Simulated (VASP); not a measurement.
Here is a VASP 6.6.1 calculation.

The input POSCAR:

```
Sr2Sb2Pt
1.0
   -2.0356306116      3.7811939602      4.7195325086
    2.0356306116     -3.7811939602      4.7195325086
    2.0356306116      3.7811939602     -4.7195325086
Sr Sb Pt
2 2 1
Direct
    0.2924911874      0.7924911874      0.5000000000
    0.7075088126      0.2075088126      0.5000000000
    0.7641107640      0.5000000000      0.2641107640
    0.2358892360      0.5000000000      0.7358892360
    0.0000000000      0.0000000000      0.0000000000
```

INCAR.step1

```
SYSTEM = Sr2Sb2Pt
  ALGO = Normal
  EDIFF = 1E-4
  ENCUT = 520
  GGA = PE
  ISMEAR = -1
  LASPH = .TRUE.
  LCHARG = .FALSE.
  LREAL = .FALSE.
  LWAVE = .TRUE.
  NBANDS = 28
  NELM = 60
  PREC = Accurate
  SIGMA = 0.03
```

File INCAR.step2:

```
SYSTEM = Sr2Sb2Pt
  ALGO = Normal
  BPARAM = 11.95
  CPARAM = 0.0093
  EDIFF = 1E-6
  ENCUT = 520
  ISIF = 2
  ISMEAR = -1
  ISTART = 1
  IVDW_NL = 2
  LASPH = .TRUE.
  LCHARG = .TRUE.
  LELF = .TRUE.
  LMIXTAU = .TRUE.
  LREAL = .FALSE.
  LUSE_VDW = .TRUE.
  LVHAR = .TRUE.
  LWAVE = .FALSE.
  METAGGA = R2SCAN
  NBANDS = 28
  NELM = 60
  PREC = Accurate
  SIGMA = 0.03
```

File KPOINTS:

```
k-points
0
G
  6 6 6
  0 0 0
```

Potentials or basis: VASP PAW PBE potentials, release 64 (Sr_sv, Sb, Pt).

The run is started by

```console
$ cat potpaw_PBE.64/Sr_sv/POTCAR potpaw_PBE.64/Sb/POTCAR potpaw_PBE.64/Pt/POTCAR > POTCAR
$ cp INCAR.step1 INCAR
$ mpirun -np 1 vasp_std > vasp.out
$ cp INCAR.step2 INCAR
$ mpirun -np 1 vasp_std > vasp.out
```

Problem. Predict the band gap on the k mesh.

Solution. Zero (bands 20 and 21 overlap by 0.23 eV).

Problem. What does it give for the largest force?

Solution. 0.017 eV/Å.

Problem. What does it give for the pressure?

Solution. 0.3 GPa.

Forces on the atoms (eV/Å):
```
Sr   0.000  0.000  0.010
Sr   0.000  0.000 -0.010
Sb   0.000 -0.017  0.000
Sb   0.000  0.017  0.000
Pt   0.000  0.000  0.000
```

Caveat: the PAW data sets were made with another functional, which shifts forces and pressure a little; spin-orbit coupling is left out, which moves the levels of the heavy elements.
